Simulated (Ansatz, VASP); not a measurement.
# One calculation of Ba, two programs

INCAR

```
PREC     = Accurate       # precision mode
ENCUT    = 520            # plane-wave cutoff, eV
EDIFF    = 1E-7           # SCF threshold, eV
ISMEAR   = 0              # smearing method
SIGMA    = 0.01           # smearing width, eV
LREAL    = False          # projectors in reciprocal space
LASPH    = True           # aspherical terms in the spheres
NELM     = 150            # most SCF steps
ALGO     = Normal         # electronic algorithm
ISIF     = 2              # what is computed and relaxed
LWAVE    = False          # write WAVECAR
LCHARG   = False          # write CHGCAR
MAGMOM   = 0 0 0          # initial moments
LORBIT   = 11             # projections on sites
LSORBIT  = True           # spin-orbit coupling
GGA_COMPAT= False        
LORBMOM  = True         
GGA      = PS             # functional
IVDW     = 12             # dispersion correction
NBANDS   = 21             # bands
```

The input KPOINTS:

```
Automatic mesh
0
Gamma
  7 7 7
```

Contents of POSCAR:

```
Ba
1.0
    3.6124774261      0.0000000000      0.0000000000
    0.0000000000      3.6124774261      0.0000000000
    0.0000000000      0.0000000000      3.6124774261
Ba
1
Direct
    0.0000000000      0.0000000000      0.0000000000
```

File input.yaml:

```yaml
crystal:
  lattice:
    - [3.6124774261, 0.0, 0.0]
    - [0.0, 3.6124774261, 0.0]
    - [0.0, 0.0, 3.6124774261]
  atoms:
    - { symbol: Ba, position: [0.0, 0.0, 0.0] }
kpoints:
  mp_grid: { grid: [7, 7, 7] }
scf:
  occupations: { method: gaussian, width: 0.01 }
hamiltonian:
  xc: pbesol
  dispersion: d3bj
  pseudopotentials: { kind: all_electron, lapw: { basis_error: 0.001 } }
magnetization:
  noncollinear: true
  spin_orbit: true
output:
  forces: true
  stress: true
  eigenvalues: true
```

Change from the starting cell: volume scaled by 0.98.

Alike in both runs: task single point; functional PBEsol; dispersion D3(BJ); k mesh 7 × 7 × 7; occupations gaussian, width 0.01 eV; non-collinear spin, spin-orbit coupling.

```csv
,VASP,Ansatz
version,VASP 6.6.1,Ansatz 0.2.0
potentials or method,"VASP PAW PBE potentials, release 64 (Ba_sv), cutoff 520 eV","all-electron LAPW, relativistic spinors"
```

Ansatz gave:

```
pressure (GPa)           : 0.0
net moment per atom (μB) : 0.00
```

Problem. What did VASP give for the same quantities?

Solution. Pressure (GPa): 0.4; net moment per atom (μB): 0.00.

VASP's potentials were made for PBE, not for PBEsol. Ansatz ran all-electron here, and VASP with PAW potentials.
